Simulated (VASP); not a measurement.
# MgS: single point with PBEsol

The system is MgS.

```
CELL_PARAMETERS angstrom
0.01620 2.60093 2.58473
2.60093 0.01620 2.58473
2.61712 2.61712 0.00000
ATOMIC_POSITIONS crystal
Mg 0.00000 0.00000 0.00000
S 0.50000 0.50000 0.50000
```

This cell differs from its parent crystal: strained cell.

```json
{
  "Program": "VASP 6.6.1",
  "Task": "single point",
  "Functional": "PBEsol",
  "Potentials or basis": "VASP PAW PBE potentials, release 64 (Mg, S)",
  "Cutoff": "600 eV",
  "k mesh": "6 × 6 × 6",
  "Occupations": "gaussian, width 0.02 eV",
  "Spin": "no spin polarisation",
  "Dipole correction": "no",
  "Further INCAR settings": "ALGO = Normal; EDIFF = 1e-06; NBANDS = 11"
}
```

| Quantity | Value |
| --- | --- |
| Pressure | -0.6 GPa |
| Band gap on the k mesh | 2.62 eV (least direct gap 3.58 eV) |

Stress tensor (GPa, compression positive):
```
-0.78 -0.67  0.00
-0.67 -0.78  0.00
 0.00  0.00 -0.11
```

Levels at points of the mesh, in eV from the valence-band top:
```csv
k point,band 2,band 3,band 4,band 5,band 6,band 7
"(0.00, 0.00, 0.00)",-0.11,-0.09,0.00,3.58,7.66,7.83
"(0.50, 0.00, 0.00)",-4.98,-0.73,-0.67,4.30,6.64,6.80
"(0.50, 0.50, 0.00)",-4.36,-1.89,-1.73,2.62,4.15,11.92
"(0.00, 0.00, 0.50)",-5.02,-0.66,-0.63,4.39,6.81,6.82
"(0.50, 0.00, 0.50)",-4.37,-1.81,-1.75,2.66,4.16,11.84
```

Run time: 11 s on 1 thread of AMD EPYC 9R45 96-Core Processor (Zen 5), with other jobs on the host, peak memory 0.15 GiB.

Caveat: the cell differs from its parent crystal (strained cell); the PAW data sets were made with another functional, which shifts forces and pressure a little. A k mesh can miss the band edges.
